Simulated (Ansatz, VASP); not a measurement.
# AlCo: VASP beside Ansatz

```
Al Co
1.0
     2.85174    0.00004   -0.00006
     0.00004    2.85210   -0.00001
    -0.00006   -0.00001    2.85207
Al Co
1 1
Direct
  0.00000 0.99999 0.00001
  0.50000 0.50001 0.49999
```

Change from the starting cell: cell sheared at random, sigma 0.06, atoms nudged by 0.01 Å; relaxed back.

Alike in both runs: functional PBE; k mesh 12 × 12 × 12; occupations gaussian, width 0.15 eV; no spin polarisation.

Ansatz relaxed the structure, and its values are those at the end. VASP's run is a single point on that final structure, the one shown.

|  | VASP | Ansatz |
| --- | --- | --- |
| version | VASP 6.6.1 | Ansatz 0.2.0 |
| potentials or method | VASP PAW PBE potentials, release 64 (Al, Co), cutoff 520 eV | scalar-relativistic, plane waves, PAW |
| valence electrons in the cell | 12 | 20 |

|  | VASP | Ansatz | Ansatz less VASP |
| --- | --- | --- | --- |
| gap on the k mesh at the Fermi level (eV) | none | none | - |
| pressure (GPa) | -0.2 | 0.0 | +0.28 |

A gap of «none» marks a metal or a gap that the smearing closes. VASP's potentials hold 12 valence electrons a cell and Ansatz's 20, so a difference there can come from the potentials and not from the codes.
